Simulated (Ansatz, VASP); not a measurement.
# Si4C5 in VASP and in Ansatz

```
CELL_PARAMETERS angstrom
3.09201 0.00000 0.00000
-1.54601 2.67776 0.00000
0.00000 0.00000 25.23371
ATOMIC_POSITIONS crystal
C 0.33333 0.66667 0.15852
C 0.66667 0.33333 0.25905
C 0.33333 0.66667 0.36079
C 0.66667 0.33333 0.46236
C 0.66667 0.33333 0.60093
Si 0.66667 0.33333 0.18348
Si 0.33333 0.66667 0.28401
Si 0.66667 0.33333 0.38429
Si 0.33333 0.66667 0.48482
```

Alike in both runs: task single point; functional PBE; k mesh 9 × 9 × 1; occupations gaussian, width 0.05 eV; collinear spin.

|  | VASP | Ansatz |
| --- | --- | --- |
| version | VASP 6.6.1 | Ansatz 0.2.0 |
| potentials or method | VASP PAW PBE potentials, release 64 (C, Si), cutoff 520 eV | scalar-relativistic, plane waves, PAW |
| valence electrons in the cell | 36 | 36 |

Ansatz gave:

| Quantity | Value |
| --- | --- |
| gap on the k mesh at the Fermi level (eV) | none |
| rms of the force components (eV/Å) | 0.874 |
| net moment per atom (μB) | 0.00 |
| size of the moment on the site where the two differ most (μB) | 1.06 |
| work function, face that differs most (eV) | 5.77 |

Q: Estimate VASP's values.

A: gap on the k mesh at the Fermi level (eV): none; rms of the force components (eV/Å): 0.832; net moment per atom (μB): 0.10; size of the moment on the site where the two differ most (μB): 0.60; work function, face that differs most (eV): 6.31.

The net moments are unlike, so the other rows may belong to different states. Site moments also hang on the region over which each program counts them. A gap of «none» marks a metal or a gap that the smearing closes. Ansatz's warnings: seeded moment not kept, stability check not made.
